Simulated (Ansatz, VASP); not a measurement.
Two plane-wave programs on RbBr

INCAR

```
SYSTEM = RbBr
ALGO = Normal ; EDIFF = 1E-6
ENCUT = 520 ; GGA = PE
ISIF = 2 ; ISMEAR = 1
LASPH = .TRUE. ; LCHARG = .FALSE.
LREAL = .FALSE. ; LWAVE = .FALSE.
NBANDS = 15 ; NELM = 100
PREC = Accurate ; SIGMA = 0.2
```

The input KPOINTS:

```
k-points
0
G
  4 4 4
  0 0 0
```

The input POSCAR:

```
RbBr
1.0
    0.0000000000      3.8694968646      3.8694968646
    3.8694968646      0.0000000000      3.8694968646
    3.8694968646      3.8694968646      0.0000000000
Rb Br
1 1
Direct
    0.0000000000      0.0000000000      0.0000000000
    0.2500000000      0.2500000000      0.2500000000
```

Input for Ansatz:

```yaml
crystal:
  lattice:
    - [0.0, 3.8694968646, 3.8694968646]
    - [3.8694968646, 0.0, 3.8694968646]
    - [3.8694968646, 3.8694968646, 0.0]
  atoms:
    - { symbol: Rb, position: [0.0, 0.0, 0.0] }
    - { symbol: Br, position: [0.25, 0.25, 0.25] }
kpoints:
  mp_grid: { grid: [4, 4, 4] }
hamiltonian:
  xc: pbe
scf:
  occupations: { method: cold, width: 0.2 }
  n_extra_bands: 4
output:
  forces: true
  stress: true
  eigenvalues: true
```

Alike in both runs: task single point; functional PBE; k mesh 4 × 4 × 4; no spin polarisation.

|  | VASP | Ansatz |
| --- | --- | --- |
| version | VASP 6.6.1 | Ansatz 0.2.0 |
| potentials or method | VASP PAW PBE potentials, release 64 (Rb_sv, Br) | plane waves |
| plane-wave cutoff (eV) | 520 | 420 |
| occupations | methfessel-paxton of order 1, width 0.2 eV | cold, width 0.2 eV |
| valence electrons in the cell | 16 | 16 |

|  | VASP | Ansatz | Ansatz less VASP |
| --- | --- | --- | --- |
| gap on the k mesh at the Fermi level (eV) | 4.08 | 4.08 | -0.003 |
| pressure (GPa) | 0.2 | 0.2 | +0.01 |
